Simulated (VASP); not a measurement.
The system is Ni.

```
Ni
1.0
     0.00000    1.73757    1.73757
     1.73757    0.00000    1.73757
     1.73757    1.73757    0.00000
Ni
1
Direct
  0.00000 0.00000 0.00000
```

| Property | Result |
| --- | --- |
| Program | VASP 6.6.1 |
| Task | relaxation of cell and atoms |
| Functional | PBEsol |
| Dispersion | D4 |
| Potentials or basis | VASP PAW PBE potentials, release 64 (Ni) |
| Cutoff | 600 eV |
| k mesh | 13 × 13 × 13 |
| Occupations | fermi-dirac, width 0.05 eV |
| Spin | collinear spin, ferromagnetic start |
| Starting moments | [1.0] μB |

At the start: pressure -6.2 GPa; volume 10.49 Å³/atom.

How do energy, volume and symmetry change on relaxing?

Over 3 steps the energy falls by 5.7 meV/atom and the volume is 10.21 Å³/atom (-2.7 %); space group Fm-3m (No. 225, to 0.1 Å) before and after; moment 0.62 μB per cell.

The path:
| step | energy change (eV) | largest force (eV/Å) | pressure (GPa) | volume (Å³) |
| --- | --- | --- | --- | --- |
| 1 | 0.0000 | 0.0000 | -6.25 | 10.49 |
| 2 | 0.0024 | 0.0000 | 8.37 | 9.88 |
| 3 | -0.0057 | 0.0000 | -0.03 | 10.21 |

Final structure:
```yaml
crystal:
  lattice:
    - [0.00000, 1.72170, 1.72170]
    - [1.72170, 0.00000, 1.72170]
    - [1.72170, 1.72170, 0.00000]
  atoms:
    - { symbol: Ni, position: [0.00000, 0.00000, 0.00000] }
```

Caveat: the PAW data sets were made with another functional, which shifts forces and pressure a little.
